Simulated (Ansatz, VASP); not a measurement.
**Two plane-wave programs on VCrMo3WO12**

```
CELL_PARAMETERS angstrom
-0.03419 -4.71507 2.84556
-4.71514 -0.03419 2.84556
-4.75042 -4.75034 -2.84664
ATOMIC_POSITIONS crystal
O 0.24047 0.24210 0.48810
O 0.56991 0.57153 0.13454
O 0.89769 0.89932 0.80069
O 0.08721 0.08886 0.18740
O 0.42844 0.43010 0.86985
O 0.77336 0.77502 0.52281
O 0.62022 0.04653 0.15770
O 0.96415 0.36516 0.83461
O 0.31146 0.70826 0.49657
O 0.04490 0.62187 0.15770
O 0.36352 0.96581 0.83462
O 0.70661 0.31311 0.49658
V 0.67033 0.67196 0.32648
Cr 0.34078 0.34241 0.66935
Mo 0.31134 0.31299 0.19616
Mo 0.65655 0.65819 0.83061
Mo 0.01689 0.01851 0.48474
W 0.98619 0.98784 0.00129
```

Alike in both runs: functional PBEsol; k mesh 4 × 4 × 3; occupations gaussian, width 0.1 eV; collinear spin.

Ansatz relaxed the structure, and its values are those at the end. VASP's run is a single point on that final structure, the one shown.

|  | VASP | Ansatz |
| --- | --- | --- |
| version | VASP 6.6.1 | Ansatz 0.2.0 |
| potentials or method | VASP PAW PBE potentials, release 64 (O, V_sv, Cr_pv, Mo_sv, W_sv), cutoff 600 eV | scalar-relativistic, plane waves, PAW |
| valence electrons in the cell | 153 | 155 |

Ansatz gave:

```
gap on the k mesh at the Fermi level (eV)                     : none
pressure (GPa)                                                : 0.0
rms of the force components (eV/Å)                            : 0.010
net moment per atom (μB)                                      : 0.26
size of the moment on the site where the two differ most (μB) : 0.71
```

Task: Which values does VASP return?

Result: gap on the k mesh at the Fermi level (eV): none; pressure (GPa): 0.3; rms of the force components (eV/Å): 0.088; net moment per atom (μB): 0.19; size of the moment on the site where the two differ most (μB): 0.03.

VASP's potentials were made for PBE, not for PBEsol. Site moments also hang on the region over which each program counts them. A gap of «none» marks a metal or a gap that the smearing closes. VASP's potentials hold 153 valence electrons a cell and Ansatz's 155, so a difference there can come from the potentials and not from the codes.

Spin-orbit coupling is off throughout.
